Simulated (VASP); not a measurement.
WC: relaxation of the atoms with PBE

The system is WC.

```xyz
2
Lattice="2.9065 -0.0291 0.0000 -1.4784 2.5316 0.0000 0.0000 0.0000 2.8366" Properties=species:S:1:pos:R:3 pbc="T T T"
W     0.0000    0.0000    0.0000
C     1.4449    0.8245    1.4183
```

```
Program                : VASP 6.6.1
Task                   : relaxation of the atoms
Functional             : PBE
Potentials or basis    : VASP PAW PBE potentials, release 64 (W_sv, C)
Cutoff                 : 520 eV
k mesh                 : 10 × 10 × 9
Occupations            : fermi-dirac, width 0.05 eV
Spin                   : no spin polarisation
Dipole correction      : no
Further INCAR settings : ALGO = Normal; EDIFF = 1e-06; IBRION = 2; EDIFFG = -0.01; NSW = 80
```

```json
{"Energy gained by relaxing": "0.2 meV/atom", "Ionic steps": "3", "Pressure after relaxing": "6.8 GPa", "Band gap on the k mesh": "zero (bands 9 and 10 overlap by 1.03 eV)"}
```

Forces in eV/Å, atoms in the order of the input:
```
W   -0.001  0.002  0.000
C    0.001 -0.002  0.000
```

Stress tensor (GPa, compression positive):
```
6.95 5.17 0.00
5.17 7.15 0.00
0.00 0.00 6.38
```

Step by step:
```
step  energy change (eV)  largest force (eV/Å)  pressure (GPa)
   1              0.0000                0.1086            6.86
   2             -0.0002                0.0616            6.82
   3             -0.0004                0.0024            6.83
```

Final structure:
```cif
data_structure
_symmetry_space_group_name_H-M 'P 1'
_symmetry_Int_Tables_number 1
_cell_length_a 2.9066
_cell_length_b 2.9317
_cell_length_c 2.8366
_cell_angle_alpha 90.000
_cell_angle_beta 90.000
_cell_angle_gamma 120.857
_cell_volume 20.75
loop_
_atom_site_label
_atom_site_type_symbol
_atom_site_fract_x
_atom_site_fract_y
_atom_site_fract_z
_atom_site_occupancy
W1 W 0.99882 0.99993 0.00000 1
C1 C 0.66785 0.33340 0.50000 1
```

Levels at points of the mesh, in eV from the Fermi level:
```tsv
k point	band 6	band 7	band 8	band 9	band 10	band 11	band 12	band 13
(0.00, 0.00, 0.00)	-4.33	-3.50	-3.19	0.07	3.18	3.28	5.47	5.73
(0.50, 0.00, 0.00)	-7.00	-3.61	-3.54	-0.59	2.24	4.51	4.93	6.77
(0.00, 0.50, 0.00)	-7.05	-3.63	-3.58	-0.48	2.34	4.42	4.98	6.85
(0.50, 0.50, 0.00)	-7.10	-3.65	-3.63	-0.37	2.43	4.48	4.88	6.92
```

It took 2.8 min on 1 thread of AMD EPYC 7R13, with other jobs on the host, peak memory 0.17 GiB.

Caveat: spin-orbit coupling is left out, which moves the levels of the heavy elements.
